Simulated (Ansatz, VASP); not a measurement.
## NaH in VASP and in Ansatz

File POSCAR:

```
NaH
1.0
    0.0000000000      2.3975116422      2.3975116422
    2.4085401958      0.0000000000      2.3975116422
    2.4085401958      2.3975116422      0.0000000000
Na H
1 1
Direct
    0.0000000000      0.0000000000      0.0000000000
    0.5000000000      0.5000000000      0.5000000000
```

The input INCAR.step1:

```
SYSTEM = NaH
  PREC = Accurate
  ENCUT = 520
  EDIFF = 1E-5
  ISMEAR = 0
  SIGMA = 0.01
  LREAL = .FALSE.
  LASPH = .TRUE.
  NELM = 60
  ALGO = Normal
  ISIF = 2
  LWAVE = .TRUE.
  LCHARG = .FALSE.
  NBANDS = 11
  GGA = PE
```

File INCAR.step2:

```
SYSTEM = NaH
  PREC = Accurate
  ENCUT = 520
  EDIFF = 1E-7
  ISMEAR = 0
  SIGMA = 0.01
  LREAL = .FALSE.
  LASPH = .TRUE.
  NELM = 60
  ALGO = Normal
  ISIF = 2
  LWAVE = .FALSE.
  LCHARG = .FALSE.
  GGA = PE
  LHFCALC = .TRUE.
  HFSCREEN = 0.2079
  PRECFOCK = Normal
  NBANDS = 11
  ISTART = 1
```

Contents of KPOINTS:

```
Automatic mesh
0
G
  6 6 6
  0 0 0
```

Input for Ansatz:

```yaml
crystal:
  lattice:
    - [0.0, 2.3975116422, 2.3975116422]
    - [2.4085401958, 0.0, 2.3975116422]
    - [2.4085401958, 2.3975116422, 0.0]
  atoms:
    - { symbol: Na, position: [0.0, 0.0, 0.0] }
    - { symbol: H, position: [0.5, 0.5, 0.5] }
kpoints:
  mp_grid: { grid: [6, 6, 6] }
  band_path:
    path:
      - [0.0, 0.0, 0.0]
      - [0.5, 0.0, 0.5]
      - [0.625, 0.25, 0.625]
      - [0.375, 0.375, 0.75]
      - [0.5, 0.5, 0.5]
      - [0.5, 0.25, 0.75]
      - [0.0, 0.0, 0.5]
    npoints: 1
hamiltonian:
  xc: hse06
scf:
  occupations: { method: fixed }
  n_extra_bands: 4
output:
  forces: true
  stress: true
  eigenvalues: true
  write_density: true
  write_potential: true
  elf: true
  volumetric_format: npy
```

Change from the starting cell: uniaxial_x strain +0.5%.

Alike in both runs: task single point; functional HSE06; k mesh 6 × 6 × 6; no spin polarisation.

```csv
,VASP,Ansatz
version,VASP 6.6.1,Ansatz 0.2.0
potentials or method,"VASP PAW PBE potentials, release 64 (Na_pv, H)","plane waves, PAW"
plane-wave cutoff (eV),520,420
occupations,"gaussian, width 0.01 eV",fixed
valence electrons in the cell,8,10
```

```csv
,VASP,Ansatz,Ansatz less VASP
gap on the k mesh at the Fermi level (eV),4.88,4.88,+0.005
pressure (GPa),0.1,0.0,-0.02
"traceless stress, the component that is largest in VASP (GPa)",-0.11,-0.10,+0.002
```

VASP's potentials hold 8 valence electrons a cell and Ansatz's 10, so a difference there can come from the potentials and not from the codes. Ansatz's warnings: stress exchange threshold loose, stress scf threshold loose.
